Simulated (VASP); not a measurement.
Input of a VASP 6.6.1 run:

The input INCAR:

```
SYSTEM = C
ALGO = Normal ; EDIFF = 1E-6
ENCUT = 600 ; GGA = PE
GGA_COMPAT = .FALSE. ; ISIF = 2
ISMEAR = 0 ; LASPH = .TRUE.
LCHARG = .FALSE. ; LREAL = .FALSE.
LWAVE = .FALSE. ; NBANDS = 11
NELM = 120 ; PREC = Accurate
SIGMA = 0.02
```

The input KPOINTS:

```
k-points
0
G
  8 8 8
  0 0 0
```

File POSCAR:

```
C
1.0
    0.0000000000      1.7833700000      1.7833700000
    1.7833700000      0.0000000000      1.7833700000
    1.7833700000      1.7833700000      0.0000000000
C
2
Direct
    0.0000000000      0.0000000000      0.0000000000
    0.2500000000      0.2500000000      0.2500000000
```

Potentials or basis: VASP PAW PBE potentials, release 64 (C).

Run with:

```sh
$ cat potpaw_PBE.64/C/POTCAR > POTCAR
$ mpirun -np 1 vasp_std > vasp.out
```

(1) Estimate the band gap on the k mesh.

(2) What does it give for the pressure?

Answers

(1) 4.13 eV, indirect (least direct gap 5.59 eV).

(2) 1.8 GPa.
